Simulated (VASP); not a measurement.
Write the native input for VASP 6.6.1 that does the following.

- Task: single point
- Functional: LDA
- Potentials or basis: VASP PAW LDA potentials, release 64 (Cu)
- Cutoff: 520 eV
- k mesh: 20 × 20 × 12
- Occupations: gaussian, width 0.15 eV
- Spin: no spin polarisation
- Dipole correction: no
- Further INCAR settings: ALGO = Fast; EDIFF = 1e-06; NBANDS = 18

The structure of Cu lies in POSCAR:

```
Cu
1.0
   -1.4273957350      1.4273957350      1.3410790631
    1.4273957350     -1.4273957350      1.3410790631
    2.8547914700      2.8547914700      0.0000000000
Cu
2
Direct
    0.0900010522     -0.1170688075      0.0000000000
    0.4099989478      0.6170688075      0.5000000000
```

This cell differs from its parent crystal: atoms displaced along several vibrational modes.

The input as run:

INCAR

```
PREC = Accurate
ENCUT = 520
EDIFF = 1E-6
ISMEAR = 0
SIGMA = 0.15
LREAL = F
LASPH = T
NELM = 100
ALGO = Fast
ISIF = 2
LWAVE = F
LCHARG = T
GGA = CA
LELF = T
LVHAR = T
NBANDS = 18
```

KPOINTS

```
Automatic mesh
0
Gamma
  20 20 12
```

Potentials or basis: VASP PAW LDA potentials, release 64 (Cu).

Run with:

```bash
$ cat potpaw_LDA.64/Cu/POTCAR > POTCAR
$ mpirun -np 1 vasp_std > vasp.out
```

Results of the run:

```json
{
 "Pressure": "4.0 GPa",
 "Largest force": "0.621 eV/Å",
 "Band gap on the k mesh": "zero (bands 11 and 12 overlap by 6.09 eV)"
}
```

Caveat: the cell differs from its parent crystal (atoms displaced along several vibrational modes); the stress differs along the axes, from -7 to 9 GPa.

It took 7.2 min on 1 thread of Intel(R) Xeon(R) Platinum 8259CL CPU @ 2.50GHz (Skylake/Cascade Lake) (shared host), peak memory 0.51 GiB.
